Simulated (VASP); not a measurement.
SiC, 2 atoms in the cell. The structure is trigonal, space group R3m (No. 160). The conventional cell has a = 3.086 Å, b = 3.086 Å, c = 8.190 Å, α = 90.00°, β = 90.00°, γ = 120.00°. Within 2.5 Å of Si (site symmetry 3m) lie 4 C at 1.91 to 2.05 Å. C (site symmetry 3m) has 4 Si at 1.91 to 2.05 Å within 2.5 Å. 

* Program: VASP 6.6.1
* Task: single point
* Functional: PBE
* Potentials or basis: VASP PAW PBE potentials, release 64 (Si, C)
* Cutoff: 520 eV
* k mesh: 12 × 12 × 12
* Occupations: gaussian, width 0.05 eV
* Spin: no spin polarisation
* Dipole correction: no
* Further INCAR settings: ALGO = Normal; EDIFF = 1e-07; NBANDS = 11

Potentials or basis: VASP PAW PBE potentials, release 64 (Si, C).

The run is started by

```sh
$ cat potpaw_PBE.64/Si/POTCAR potpaw_PBE.64/C/POTCAR > POTCAR
$ mpirun -np 1 vasp_std > vasp.out
```

Hardware: 1 thread of Intel(R) Xeon(R) Platinum 8488C (Sapphire Rapids), on a shared host.

Estimate the wall time of this run.

Wall time 19 s on 1 thread of Intel(R) Xeon(R) Platinum 8488C (Sapphire Rapids) (shared host), peak memory 0.16 GiB. Counts: scf iterations 14, k points 189.
